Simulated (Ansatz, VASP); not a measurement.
BAs in VASP and in Ansatz

```
B As
1.0
     0.00000    2.42122    2.32437
     2.42122    0.00000    2.32437
     2.42122    2.42122    0.00000
B As
1 1
Direct
  0.00000 0.00000 0.00000
  0.75000 0.75000 0.75000
```

Alike in both runs: task single point; functional PBE; k mesh 12 × 12 × 12; occupations gaussian, width 0.05 eV; no spin polarisation.

|  | VASP | Ansatz |
| --- | --- | --- |
| version | VASP 6.6.1 | Ansatz 0.2.0 |
| potentials or method | VASP PAW PBE potentials, release 64 (B, As), cutoff 520 eV | scalar-relativistic, plane waves, PAW |
| valence electrons in the cell | 8 | 18 |

VASP gave:

```
gap on the k mesh at the Fermi level (eV)                     : 0.58
least direct gap on the mesh (eV)                             : 2.86
pressure (GPa)                                                : 3.4
traceless stress, the component that is largest in VASP (GPa) : 5.26
```

Estimate Ansatz's values.

gap on the k mesh at the Fermi level (eV): 0.59; least direct gap on the mesh (eV): 2.86; pressure (GPa): 2.8; traceless stress, the component that is largest in VASP (GPa): 5.29.

VASP's potentials hold 8 valence electrons a cell and Ansatz's 18, so a difference there can come from the potentials and not from the codes.
